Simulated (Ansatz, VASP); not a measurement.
## Two plane-wave programs on CoSi2

INCAR

```
ALGO = Normal
EDIFF = 1E-6
ENCUT = 520
GGA = PS
ISIF = 2
ISMEAR = 0
LASPH = True
LCHARG = True
LELF = True
LREAL = False
LVHAR = True
LWAVE = False
NBANDS = 16
NELM = 60
PREC = Accurate
SIGMA = 0.15
```

KPOINTS

```
k-points
0
Gamma
  14 14 14
```

Contents of POSCAR:

```
CoSi2
1.0
    0.0000000000      2.7254116596      2.7254116596
    2.7254116596      0.0000000000      2.7254116596
    2.7254116596      2.7254116596      0.0000000000
Co Si
1 2
Direct
    0.0000000000      0.0000000000      0.0000000000
    0.2500000000      0.2500000000      0.2500000000
    0.7500000000      0.7500000000      0.7500000000
```

Input for Ansatz:

```yaml
crystal:
  lattice:
    - [0.0, 2.7254116596, 2.7254116596]
    - [2.7254116596, 0.0, 2.7254116596]
    - [2.7254116596, 2.7254116596, 0.0]
  atoms:
    - { symbol: Co, position: [0.0, 0.0, 0.0] }
    - { symbol: Si, position: [0.25, 0.25, 0.25] }
    - { symbol: Si, position: [0.75, 0.75, 0.75] }
basis:
  ecutwfc: 520.0
kpoints:
  mp_grid: { grid: [14, 14, 14] }
hamiltonian:
  xc: pbesol
  pseudopotentials: { kind: paw, azcp: { folder: soft_1 } }
scf:
  occupations: { method: gaussian, width: 0.15 }
  lower_state_search: "off"
output:
  forces: true
  stress: true
  eigenvalues: true
```

Alike in both runs: task single point; functional PBEsol; k mesh 14 × 14 × 14; occupations gaussian, width 0.15 eV; no spin polarisation.

```csv
,VASP,Ansatz
version,VASP 6.6.1,Ansatz 0.2.0
potentials or method,"VASP PAW PBE potentials, release 64 (Co, Si), cutoff 520 eV","scalar-relativistic, plane waves, PAW"
valence electrons in the cell,17,25
```

```csv
,VASP,Ansatz,Ansatz less VASP
gap on the k mesh at the Fermi level (eV),none,none,-
pressure (GPa),-12.6,-12.6,0.00
```

VASP's potentials were made for PBE, not for PBEsol, and Ansatz warns of the same on its side. A gap of «none» marks a metal or a gap that the smearing closes. VASP's potentials hold 17 valence electrons a cell and Ansatz's 25, so a difference there can come from the potentials and not from the codes.
